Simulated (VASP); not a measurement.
# Ge2Sb2Te5 (P-3m1) in VASP: further runs, part 2 of 2

VASP 6.6.1. Earlier steps stand in the parts before.

## Step 3: Single point, PBE (31.64 Å³/atom)

This run uses another cell than the first one, of 31.64 Å³/atom.

The input, INCAR:

```
  PREC = Accurate
  ENCUT = 520
  EDIFF = 1E-7
  ISMEAR = 0
  SIGMA = 0.03
  LREAL = F
  LASPH = T
  NELM = 80
  ALGO = Normal
  ISIF = 2
  LWAVE = F
  LCHARG = T
  GGA = PE
  LELF = T
  LVHAR = T
  NBANDS = 44
```

The input, KPOINTS:

```
Automatic mesh
0
Gamma
  12 12 2
```

The input, POSCAR:

```
Ge2Sb2Te5
1.0
    4.0130301624      0.0000000000      0.0000000000
   -2.0065150812      3.4753860668      0.0000000000
    0.0000000000      0.0000000000     20.4195013752
Ge Sb Te
2 2 5
Direct
    0.0000000000      0.0000000000      0.3314713560
    0.0000000000      0.0000000000      0.6685286440
    0.3333333333      0.6666666667      0.1121550832
    0.6666666667      0.3333333333      0.8878449168
    0.0000000000      0.0000000000      0.0000000000
    0.3333333333      0.6666666667      0.7913602895
    0.6666666667      0.3333333333      0.2086397105
    0.3333333333      0.6666666667      0.4097504733
    0.6666666667      0.3333333333      0.5902495267
```

Potentials or basis: VASP PAW PBE potentials, release 64 (Ge_d, Sb, Te).

Launch:

```console
$ cat potpaw_PBE.64/Ge_d/POTCAR potpaw_PBE.64/Sb/POTCAR potpaw_PBE.64/Te/POTCAR > POTCAR
$ mpirun -np 1 vasp_std > vasp.out
```

OUTCAR:

```text
PREC = Accurate
   ENCUT = 520
   EDIFF = 1E-7
   ISMEAR = 0
   LREAL = F
   LASPH = T
   NELM = 80
   ISIF = 2
   GGA = PE

 ion  position               nearest neighbor table
   1  0.000  0.000  0.331-   8 2.81   8 2.81   8 2.81
   2  0.000  0.000  0.669-   9 2.81   9 2.81   9 2.81
   3  0.333  0.667  0.112-   7 3.04   7 3.04   7 3.04   5 3.26   5 3.26   5 3.26
   4  0.667  0.333  0.888-   6 3.04   6 3.04   6 3.04   5 3.26   5 3.26   5 3.26
   5  0.000  0.000  0.000-   3 3.26   4 3.26   4 3.26   3 3.26   4 3.26   3 3.26
   6  0.333  0.667  0.791-   4 3.04   4 3.04   4 3.04
   7  0.667  0.333  0.209-   3 3.04   3 3.04   3 3.04
   8  0.333  0.667  0.410-   1 2.81   1 2.81   1 2.81
   9  0.667  0.333  0.590-   2 2.81   2 2.81   2 2.81

  LATTYP: Found a hexagonal cell.
 ALAT       =     4.0130301624
 C/A-ratio  =     5.0883000000

  Lattice vectors:

 A1 = (   4.0130301624,   0.0000000000,   0.0000000000)
 A2 = (  -2.0065150812,   3.4753860668,   0.0000000000)
 A3 = (   0.0000000000,   0.0000000000,  20.4195013752)

Analysis of symmetry for initial positions (statically):
=====================================================================
 Subroutine PRICEL returns:
 Original cell was already a primitive cell.

 Routine SETGRP: Setting up the symmetry group for a
 hexagonal supercell.

 Subroutine GETGRP returns: Found 12 space group operations
 (whereof 12 operations were pure point group operations)
 out of a pool of 24 trial point group operations.

The static configuration has the point symmetry D_3d.

Analysis of symmetry for dynamics (positions and initial velocities):
=====================================================================
 Subroutine PRICEL returns:
 Original cell was already a primitive cell.

 Routine SETGRP: Setting up the symmetry group for a
 hexagonal supercell.

 Subroutine GETGRP returns: Found 12 space group operations
 (whereof 12 operations were pure point group operations)
 out of a pool of 24 trial point group operations.

The dynamic configuration has the point symmetry D_3d.

 Subroutine INISYM returns: Found 12 space group operations
 (whereof 12 operations are pure point group operations),
 and found     1 'primitive' translations

----------------------------------------------------------------------------------------

                                     Primitive cell

  volume of cell :     284.7873

  direct lattice vectors                    reciprocal lattice vectors
     4.013030162  0.000000000  0.000000000     0.249188259  0.143868908  0.000000000
    -2.006515081  3.475386067  0.000000000     0.000000000  0.287737817  0.000000000
     0.000000000  0.000000000 20.419501375     0.000000000  0.000000000  0.048972792

  length of vectors
     4.013030162  4.013030162 20.419501375     0.287737817  0.287737817  0.048972792

  position of ions in fractional coordinates (direct lattice)
     0.000000000  0.000000000  0.331471356
     0.000000000  0.000000000  0.668528644
     0.333333333  0.666666667  0.112155083
[... 40 lines left out ...]
 Subroutine IBZKPT returns following result:
 ===========================================

 Found     38 irreducible k-points:

 Following reciprocal coordinates:
            Coordinates               Weight
  0.000000  0.000000  0.000000      1.000000
  0.083333  0.000000  0.000000      6.000000
  0.166667  0.000000  0.000000      6.000000
  0.250000  0.000000  0.000000      6.000000
  0.333333 -0.000000  0.000000      6.000000
  0.416667  0.000000  0.000000      6.000000
[... 16 lines left out ...]
  0.250000  0.000000  0.500000      6.000000
  0.333333 -0.000000  0.500000      6.000000
 [... further k-points ...]
   k-points           NKPTS =     38   k-points in BZ     NKDIM =     38   number of bands    NBANDS=     44
   number of dos      NEDOS =    301   number of ions     NIONS =      9
   total plane-waves  NPLWV = 144000
   dimension x,y,z NGX =    30 NGY =   30 NGZ =  160
   dimension x,y,z NGXF=    60 NGYF=   60 NGZF=  320
   ions per type =               2   2   5
   NGX,Y,Z   is equivalent  to a cutoff of  12.43, 12.43, 13.03 a.u.
   NGXF,Y,Z  is equivalent  to a cutoff of  24.86, 24.86, 26.05 a.u.
 SYSTEM =  unknown system
   PREC   = accura    normal or accurate (medium, high low for compatibility)
   ISTART =      0    job   : 0-new  1-cont  2-samecut
   ICHARG =      2    charge: 1-file 2-atom 10-const
   ISPIN  =      1    spin polarized calculation?
   LNONCOLLINEAR =      F non collinear calculations
   LSORBIT =      F    spin-orbit coupling
   LASPH  =      T    aspherical Exc in radial PAW
   ENCUT  =  520.0 eV  38.22 Ry    6.18 a.u.   7.46  7.46 37.97*2*pi/ulx,y,z
   NELM   =     80;   NELMIN=  2; NELMDL= -5     # of ELM steps
   EDIFF  = 0.1E-06   stopping-criterion for ELM
   LREAL  =      F    real-space projection
   EDIFFG = 0.1E-05   stopping-criterion for IOM
   NSW    =      0    number of steps for IOM
   IBRION =     -1    ionic relax: 0-MD 1-quasi-New 2-CG
   NFREE  =      0    steps in history (QN), initial steepest desc. (CG)
   ISIF   =      2    stress and relaxation
   ISYM   =      2    0-nonsym 1-usesym 2-fastsym
   POTIM  = 0.5000    time-step for ionic-motion
   TEBEG  =    0.0;   TEEND  =   0.0 temperature during run
   PSTRESS=    0.0 pullay stress
   NELECT =      68.0000    total number of electrons
   NUPDOWN=      -1.0000    fix difference up-down
   EMIN   =  10.00;   EMAX   =-10.00  energy-range for DOS
   EFERMI =   0.00;   METHOD = LEGACY
   ISMEAR =     0;   SIGMA  =   0.03  broadening in eV -4-tet -1-fermi 0-gaus
   EFERMI_NEDOS =   21; number of points for ismear=-14 and -15
   IALGO  =     38    algorithm
   IMIX   =      4    mixing-type and parameters
     AMIX     =   0.40;   BMIX     =  1.00
     AMIX_MAG =   1.60;   BMIX_MAG =  1.00
  volume/ion in A,a.u.               =      31.64       213.54
  Fermi-wavevector in a.u.,A,eV,Ry     =   1.015635  1.919272 14.034602  1.031514
  Thomas-Fermi vector in A             =   2.148932
   LORBIT       =      0    0 simple, 1 ext, 2 COOP (PROOUT), +10 PAW based schemes
   GGA     = PE    functional components
   LHFCALC =     F    Hartree Fock is set to
   AEXX    =    0.0000 exact exchange contribution
   IVDW    =     0    specifies the selected vdW correction
   LEPSILON=     F    determine dielectric tensor
   LRPA    =     F    only Hartree local field effects (RPA)
 non-spin polarized calculation
 Gauss-broadening in eV      SIGMA  =   0.03
  energy-cutoff  :      520.00
  volume of cell :      284.79
 maximum number of plane-waves:      7756
 NGX is ok and might be reduce to    30
   NGX = 15   NGY = 15   NGZ = 75

 number of electron      68.0000023 magnetization

 Free energy of the ion-electron system (eV)
  ---------------------------------------------------
  ext. energy  EPLUGINS =         0.00000000
  ---------------------------------------------------
  free energy    TOTEN  =       -33.20468309 eV

  energy without entropy =      -33.20186027  energy(sigma->0) =      -33.20327168

 E-fermi :   5.6267     XC(G=0):  -9.2020

 val. band max:        5.6231650331   @ k =   0.3333   0.0833   0.5000
 cond. band min:       5.6420861913   @ k =   0.4167   0.0000   0.0000
 fundamental gap:      0.0189211582
 Fermi energy:         5.6266658971

 k-point     1 :       0.0000    0.0000    0.0000
  band No.  band energies     occupation
      1     -19.0486      2.00000
      2     -19.0486      2.00000
      3     -19.0486      2.00000
      4     -19.0486      2.00000
      5     -19.0348      2.00000
      6     -19.0348      2.00000
[... 1117 lines left out ...]
     43       8.6280      0.00000
     44       8.8639      0.00000

 [... further k-points ...]
[... 5 lines left out ...]
  --------------------------------------------------------------------------------------
  -------------------------------------------------------------------------------------
  Total        2.7421432      2.7421432     -6.8985662      0.0000000      0.0000000      0.0000000
  in kB       15.4269513     15.4269513    -38.8104614      0.0000000      0.0000000      0.0000000
  external PRESSURE =      -2.6521863 kB  Pullay stress =       0.0000000 kB

 VOLUME and BASIS-vectors are now :
 -----------------------------------------------------------------------------
  energy-cutoff  :      520.00
  volume of cell :      284.79
      direct lattice vectors                 reciprocal lattice vectors
     4.013030162  0.000000000  0.000000000     0.249188259  0.143868908  0.000000000
    -2.006515081  3.475386067  0.000000000     0.000000000  0.287737817  0.000000000
     0.000000000  0.000000000 20.419501375     0.000000000  0.000000000  0.048972792

 POSITION                                       TOTAL-FORCE (eV/Angst)
 -----------------------------------------------------------------------------------
      0.00000      0.00000      6.76848        -0.000000      0.000000      0.388383
      0.00000      0.00000     13.65102         0.000000     -0.000000     -0.388383
     -0.00000      2.31692      2.29015        -0.000000      0.000000      0.004990
      2.00652      1.15846     18.12935         0.000000     -0.000000     -0.004990
      0.00000      0.00000      0.00000         0.000000      0.000000     -0.000000
     -0.00000      2.31692     16.15918         0.000000     -0.000000      0.425996
      2.00652      1.15846      4.26032        -0.000000      0.000000     -0.425996
     -0.00000      2.31692      8.36690         0.000000     -0.000000     -0.483110
      2.00652      1.15846     12.05260        -0.000000      0.000000      0.483110
 -----------------------------------------------------------------------------------
    total drift:                               -0.000000     -0.000000     -0.000000

  FREE ENERGIE OF THE ION-ELECTRON SYSTEM (eV)
  ---------------------------------------------------
  free  energy   TOTEN  =       -33.2046830891 eV

  energy  without entropy=      -33.2018602721  energy(sigma->0) =      -33.20327168
```

Run time: 15 min. Hardware: 1 thread of AMD EPYC 9R45 (Zen 5), shared host; peak memory 0.63 GiB.

What came out:

| Quantity | Value |
| --- | --- |
| Free energy | -33.2047 eV |
| Pressure | -0.3 GPa |
| Largest force | 0.483 eV/Å |
| Band gap on the k mesh | zero (bands 34 and 35 overlap by 0.80 eV) |

Forces on the atoms (eV/Å):
```
Ge   0.000  0.000  0.388
Ge   0.000  0.000 -0.388
Sb   0.000  0.000  0.005
Sb   0.000  0.000 -0.005
Te   0.000  0.000  0.000
Te   0.000  0.000  0.426
Te   0.000  0.000 -0.426
Te   0.000  0.000 -0.483
Te   0.000  0.000  0.483
```

Caveat: the stress differs along the axes, from -4 to 2 GPa; spin-orbit coupling is left out, which moves the levels of the heavy elements; this functional lacks dispersion, which binds layers or chains, so the pressure and a relaxed spacing across them are unreliable.
